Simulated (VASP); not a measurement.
# Sb in VASP: notebook, part 2 of 2

VASP 6.6.1. Earlier steps stand in the parts before.

## (4) Relaxation of cell and atoms, PBE

This run uses another cell than the first one: it holds 1 atom, not 2.

INCAR

```
  PREC = Accurate
  ENCUT = 600
  EDIFF = 1E-6
  ISMEAR = 0
  SIGMA = 0.1
  LREAL = F
  LASPH = T
  NELM = 100
  ALGO = Normal
  ISIF = 3
  LWAVE = F
  LCHARG = F
  GGA = PE
  IBRION = 2
  NSW = 100
  EDIFFG = -0.01
```

KPOINTS

```
Automatic mesh
0
Gamma
  18 18 18
```

POSCAR

```
Sb
1.0
    3.1499793020      0.0000000000      0.0000000000
    0.0000000000      3.1499793020      0.0000000000
    0.0000000000      0.0000000000      3.0602469254
Sb
1
Direct
    0.5000000000      0.5000000000      0.0000000000
```

Potentials or basis: VASP PAW PBE potentials, release 64 (Sb).

On the command line:

```sh
cat potpaw_PBE.64/Sb/POTCAR > POTCAR
mpirun -np 1 vasp_std > vasp.out
```

OUTCAR:

```text
PREC = Accurate
   ENCUT = 600
   EDIFF = 1E-6
   ISMEAR = 0
   LREAL = F
   LASPH = T
   NELM = 100
   ISIF = 3
   GGA = PE
   IBRION = 2
   NSW = 100
   EDIFFG = -0.01

 ion  position               nearest neighbor table
   1  0.500  0.500  0.000-

  LATTYP: Found a simple tetragonal cell.
 ALAT       =     3.1499793020
 C/A-ratio  =     0.9715133441

  Lattice vectors:

 A1 = (   3.1499793020,   0.0000000000,   0.0000000000)
 A2 = (   0.0000000000,   3.1499793020,   0.0000000000)
 A3 = (   0.0000000000,   0.0000000000,   3.0602469254)

Analysis of symmetry for initial positions (statically):
=====================================================================
 Subroutine PRICEL returns:
 Original cell was already a primitive cell.

 Routine SETGRP: Setting up the symmetry group for a
 simple tetragonal supercell.

 Subroutine GETGRP returns: Found 16 space group operations
 (whereof 16 operations were pure point group operations)
 out of a pool of 16 trial point group operations.

The static configuration has the point symmetry D_4h.

Analysis of symmetry for dynamics (positions and initial velocities):
=====================================================================
 Subroutine PRICEL returns:
 Original cell was already a primitive cell.

 Routine SETGRP: Setting up the symmetry group for a
 simple tetragonal supercell.

 Subroutine GETGRP returns: Found 16 space group operations
 (whereof 16 operations were pure point group operations)
 out of a pool of 16 trial point group operations.

The dynamic configuration has the point symmetry D_4h.

 Subroutine INISYM returns: Found 16 space group operations
 (whereof 16 operations are pure point group operations),
 and found     1 'primitive' translations

[... 117 lines left out ...]
   GGA     = PE    functional components
   LHFCALC =     F    Hartree Fock is set to
   AEXX    =    0.0000 exact exchange contribution
   IVDW    =     0    specifies the selected vdW correction
   LEPSILON=     F    determine dielectric tensor
   LRPA    =     F    only Hartree local field effects (RPA)
 conjugate gradient relaxation of ions
 non-spin polarized calculation
 Gauss-broadening in eV      SIGMA  =   0.10
  energy-cutoff  :      600.00
  volume of cell :       30.36
 maximum number of plane-waves:      1032
 NGX is ok and might be reduce to    28

--------------------------------------- Ionic step        1  -------------------------------------------

 number of electron       5.0000000 magnetization

 Free energy of the ion-electron system (eV)
  ---------------------------------------------------
  ext. energy  EPLUGINS =         0.00000000
  ---------------------------------------------------
  free energy    TOTEN  =        -4.08618883 eV

  energy without entropy =       -4.08341093  energy(sigma->0) =       -4.08479988

------------------------ aborting loop because EDIFF is reached ----------------------------------------

  FORCE on cell =-STRESS in cart. coord.  units (eV):
  Direction    XX          YY          ZZ          XY          YZ          ZX
  --------------------------------------------------------------------------------------
  -------------------------------------------------------------------------------------
  Total       -0.3391169     -0.3391169      0.3906997      0.0000000     -0.0000000      0.0000000
  in kB      -17.8932079    -17.8932079     20.6149288      0.0000000     -0.0000000      0.0000000
  external PRESSURE =      -5.0571624 kB  Pullay stress =       0.0000000 kB
[... 232 lines left out ...]
--------------------------------------- Ionic step        8  -------------------------------------------

 number of electron       5.0000000 magnetization

 Free energy of the ion-electron system (eV)
  ---------------------------------------------------
  ext. energy  EPLUGINS =         0.00000000
  ---------------------------------------------------
  free energy    TOTEN  =        -4.09390060 eV

  energy without entropy =       -4.09148736  energy(sigma->0) =       -4.09269398

 E-fermi :   7.0751     XC(G=0):  -9.5928

 val. band max:        7.0687977204   @ k =   0.2778   0.2778   0.2778
 cond. band min:       7.0750998551   @ k =   0.0000   0.0000   0.1667
 fundamental gap:      0.0063021347
 Fermi energy:         7.0750994943

 k-point     1 :       0.0000    0.0000    0.0000
  band No.  band energies     occupation
      1      -5.2859      2.00000
      2      10.2873      0.00000
      3      10.2873      0.00000
      4      10.3054      0.00000
      5      13.9524      0.00000
      6      13.9606      0.00000
[... 199 lines left out ...]
 k-point    24 :       0.3333    0.1111    0.0000
  band No.  band energies     occupation
      1      -3.6282      2.00000
      2       3.5196      2.00000
      3       9.8182      0.00000
      4      11.8150      0.00000
      5      15.7135      0.00000
      6      16.6037      0.00000

 [... further k-points ...]
[... 5 lines left out ...]
  --------------------------------------------------------------------------------------
  -------------------------------------------------------------------------------------
  Total       -0.0066560     -0.0066560      0.0068997      0.0000000     -0.0000000      0.0000000
  in kB       -0.3549044     -0.3549044      0.3678973      0.0000000     -0.0000000      0.0000000
  external PRESSURE =      -0.1139705 kB  Pullay stress =       0.0000000 kB
[... 16 lines left out ...]
  FREE ENERGIE OF THE ION-ELECTRON SYSTEM (eV)
  ---------------------------------------------------
  free  energy   TOTEN  =        -4.0939005985 eV

  energy  without entropy=       -4.0914873560  energy(sigma->0) =       -4.09269398

 reached required accuracy - stopping structural energy minimisation
```

It took 2.5 min on 1 thread of Intel Xeon Platinum 8488C (Sapphire Rapids), shared host; peak memory 0.27 GiB.

What came out:

```
Free energy                            : -4.0939 eV
Relaxed volume                         : 30.05 Å³/atom
Relaxed cell                           : a = 3.110 Å, b = 3.110 Å, c = 3.108 Å, α = 90.00°, β = 90.00°, γ = 90.00°
Space group after relaxing (to 0.05 Å) : Pm-3m (No. 221)
Energy gained by relaxing              : 7.7 meV/atom
Ionic steps                            : 8
Pressure after relaxing                : 0.0 GPa
```

The path:
```tsv
step	energy change (eV)	largest force (eV/Å)	pressure (GPa)	volume (Å³)
1	0.0000	0.0000	-0.51	30.36
2	-0.0073	0.0000	0.22	29.93
3	-0.0077	0.0000	0.08	30.01
4	-0.0077	0.0000	0.07	30.02
5	-0.0077	0.0000	0.06	30.02
6	-0.0077	0.0000	-0.04	30.07
7	-0.0077	0.0000	-0.04	30.06
8	-0.0077	0.0000	-0.01	30.05
```

Final structure:
```
Sb
1.0
     3.10955    0.00000    0.00000
     0.00000    3.10955    0.00000
     0.00000    0.00000    3.10753
Sb
1
Direct
  0.50000 0.50000 0.00000
```

Levels at points of the mesh, in eV from the Fermi level:
| k point | band 1 | band 2 | band 3 | band 4 | band 5 | band 6 |
| --- | --- | --- | --- | --- | --- | --- |
| (0.00, 0.00, 0.00) | -12.36 | 3.21 | 3.21 | 3.23 | 6.88 | 6.89 |
| (0.50, 0.00, 0.00) | -9.97 | -5.56 | 5.19 | 5.21 | 8.95 | 10.55 |
| (0.50, 0.50, 0.00) | -7.44 | -3.53 | -3.53 | 2.18 | 7.22 | 12.75 |
| (0.00, 0.00, 0.50) | -9.96 | -5.56 | 5.20 | 5.20 | 8.95 | 10.54 |
| (0.50, 0.00, 0.50) | -7.43 | -3.54 | -3.53 | 2.18 | 7.21 | 12.75 |
| (0.50, 0.50, 0.50) | -4.60 | -1.64 | -1.63 | -1.63 | 4.81 | 4.81 |

Caveat: spin-orbit coupling is left out, which moves the levels of the heavy elements.

## (5) Summary

```tsv
task	cell	k mesh	cutoff (eV)	gap on the mesh (eV)	pressure (GPa)
single point	a = 4.455, b = 4.455, c = 3.060 Å, 2 atoms	4 × 4 × 6	520	none	-0.1
single point	a = 3.109 Å, 1 atom	18 × 18 × 18	520	none	0.0
relaxation of cell and atoms	relaxed from a = 3.150, b = 3.150, c = 3.060 Å, 1 atom	18 × 18 × 18	600	none	0.0
```

Alike in all rows: level PBE; potentials or basis VASP PAW PBE potentials, release 64 (Sb); no spin polarisation; smearing gaussian 0.1 eV.

Caveats: spin-orbit coupling is left out, which moves the levels of the heavy elements.

Absolute energies hang on the potentials; compare differences alone.
